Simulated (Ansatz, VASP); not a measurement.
## AlRu: VASP beside Ansatz

The input INCAR:

```
PREC     = Accurate       # precision mode
ENCUT    = 500            # plane-wave cutoff, eV
EDIFF    = 1E-6           # SCF threshold, eV
ISMEAR   = 0              # smearing method
SIGMA    = 0.1            # smearing width, eV
LREAL    = F              # projectors in reciprocal space
LASPH    = T              # aspherical terms in the spheres
NELM     = 200            # most SCF steps
ALGO     = Normal         # electronic algorithm
ISIF     = 2              # what is computed and relaxed
LWAVE    = F              # write WAVECAR
LCHARG   = F              # write CHGCAR
ISPIN    = 2              # spin polarisation
MAGMOM   = 0 0.1          # initial moments
LORBIT   = 11             # projections on sites
LMAXMIX  = 4              # l up to which the mixer works
GGA      = PE             # functional
NBANDS   = 20             # bands
GGA_COMPAT= F
```

File KPOINTS:

```
Automatic mesh
0
Gamma
  6 6 6
```

POSCAR

```
AlRu
1.0
    2.9824954400      0.0000000000      0.0000000000
    0.0000000000      2.9824954400      0.0000000000
    0.0000000000      0.0000000000      2.9824954400
Al Ru
1 1
Direct
    0.0000000000      0.0000000000      0.0000000000
    0.5000000000      0.5000000000      0.5000000000
```

Input for Ansatz:

```yaml
crystal:
  lattice:
    - [2.98249544, 0.0, 0.0]
    - [0.0, 2.98249544, 0.0]
    - [0.0, 0.0, 2.98249544]
  atoms:
    - { symbol: Al, position: [0.0, 0.0, 0.0] }
    - { symbol: Ru, position: [0.5, 0.5, 0.5], spin: 0.1 }
basis:
  ecutwfc: 420
kpoints:
  mp_grid: { grid: [6, 6, 6] }
hamiltonian:
  xc: pbe
scf:
  occupations: { method: gaussian, width: 0.1 }
  lower_state_search: "off"
output:
  forces: true
  stress: true
  eigenvalues: true
  populations: true
magnetization:
  spin_polarized: true
```

Alike in both runs: task single point; functional PBE; k mesh 6 × 6 × 6; occupations gaussian, width 0.1 eV; collinear spin.

|  | VASP | Ansatz |
| --- | --- | --- |
| version | VASP 6.6.1 | Ansatz 0.2.0 |
| potentials or method | VASP PAW PBE potentials, release 64 (Al, Ru_pv), cutoff 500 eV | scalar-relativistic, plane waves, PAW |
| valence electrons in the cell | 17 | 19 |

|  | VASP | Ansatz | Ansatz less VASP |
| --- | --- | --- | --- |
| gap on the k mesh at the Fermi level (eV) | none | none | - |
| pressure (GPa) | 4.4 | 4.5 | +0.08 |
| net moment per atom (μB) | 0.02 | 0.00 | -0.024 |
| size of the moment on the site where the two differ most (μB) | 0.05 | 0.00 | -0.047 |

Site moments also hang on the region over which each program counts them. A gap of «none» marks a metal or a gap that the smearing closes. VASP's potentials hold 17 valence electrons a cell and Ansatz's 19, so a difference there can come from the potentials and not from the codes. Ansatz's warnings: seeded moment not kept.
